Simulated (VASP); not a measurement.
**Al5N: relaxation of cell and atoms with PBE**

Crystal: Al5N.

```
CELL_PARAMETERS angstrom
4.27091 0.00000 0.00000
-2.13546 3.69872 0.00000
0.00000 0.00000 5.79755
ATOMIC_POSITIONS crystal
Al 0.66667 0.33333 0.79599
Al 0.00000 0.00000 0.00000
Al 0.66667 0.33333 0.20401
Al 0.33333 0.66667 0.20401
Al 0.33333 0.66667 0.79599
N 0.00000 0.00000 0.50000
```

The cell was generated, and may not be a known phase.

| Quantity | Value |
| --- | --- |
| Program | VASP 6.6.1 |
| Task | relaxation of cell and atoms |
| Functional | PBE |
| Potentials or basis | VASP PAW PBE potentials, release 64 (Al, N) |
| Cutoff | 600 eV |
| k mesh | 6 × 6 × 4 |
| Occupations | gaussian, width 0.1 eV |
| Spin | no spin polarisation |
| Dipole correction | no |
| Further INCAR settings | ALGO = Normal; EDIFF = 1e-06; IBRION = 2; EDIFFG = -0.04; NSW = 90; ISIF = 3 |

```json
{"Relaxed volume": "15.93 Å³/atom", "Relaxed cell": "a = 4.514 Å, b = 4.514 Å, c = 5.416 Å, α = 90.00°, β = 90.00°, γ = 120.00°", "Space group after relaxing (to 0.1 Å)": "P6/mmm (No. 191)", "Energy gained by relaxing": "362.7 meV/atom", "Ionic steps": "11", "Pressure after relaxing": "0.0 GPa", "Largest force after relaxing": "0.034 eV/Å", "Band gap on the k mesh": "zero (bands 10 and 11 overlap by 1.06 eV)"}
```

Forces on the atoms (eV/Å):
```
Al   0.000  0.000  0.034
Al   0.000  0.000  0.000
Al   0.000  0.000 -0.034
Al   0.000  0.000 -0.034
Al   0.000  0.000  0.034
N    0.000  0.000  0.000
```

Stress tensor (GPa, compression positive):
```
 0.13  0.00  0.00
 0.00  0.13  0.00
 0.00  0.00 -0.39
```

The path:
```
step  energy change (eV)  largest force (eV/Å)  pressure (GPa)  volume (Å³)
   1              0.0000                3.0474           13.78        91.58
   2             -1.3740                0.8069           -5.51       110.08
   3             -1.3797                0.8922           -4.66       108.51
   4             -1.7790                0.8195           -3.37       103.15
   5             -1.8590                1.2311            7.99        87.85
   6             -2.0948                0.5108           -0.52        96.92
   7             -2.1452                0.0612            2.78        92.37
   8             -2.1563                0.1261            1.68        93.74
   9             -2.1732                0.1323           -0.13        95.69
  10             -2.1746                0.0760            0.23        95.26
  11             -2.1765                0.0336           -0.04        95.59
```

Final structure:
```
Al N
1.0
     4.51427    0.00000    0.00000
    -2.25714    3.90947    0.00000
     0.00000    0.00000    5.41643
Al N
5 1
Direct
  0.66667 0.33333 0.74310
  0.00000 0.00000 0.00000
  0.66667 0.33333 0.25690
  0.33333 0.66667 0.25690
  0.33333 0.66667 0.74310
  0.00000 0.00000 0.50000
```

Levels at points of the mesh, in eV from the Fermi level:
```csv
k point,band 8,band 9,band 10,band 11,band 12,band 13
"(0.00, 0.00, 0.00)",-1.85,-1.08,-0.40,0.67,0.67,1.86
"(0.50, 0.00, 0.00)",-3.38,-0.86,-0.64,-0.14,0.38,0.82
"(0.00, 0.00, 0.50)",-0.92,-0.52,-0.52,-0.48,-0.48,-0.15
"(0.50, 0.00, 0.50)",-2.88,-0.29,0.13,0.35,1.45,2.25
```

Wall time 4 min on 1 thread of Intel(R) Xeon(R) Platinum 8259CL CPU @ 2.50GHz (Skylake/Cascade Lake), with other jobs on the host, peak memory 0.25 GiB.

Caveat: the highest band is partly filled, so the run has too few bands.
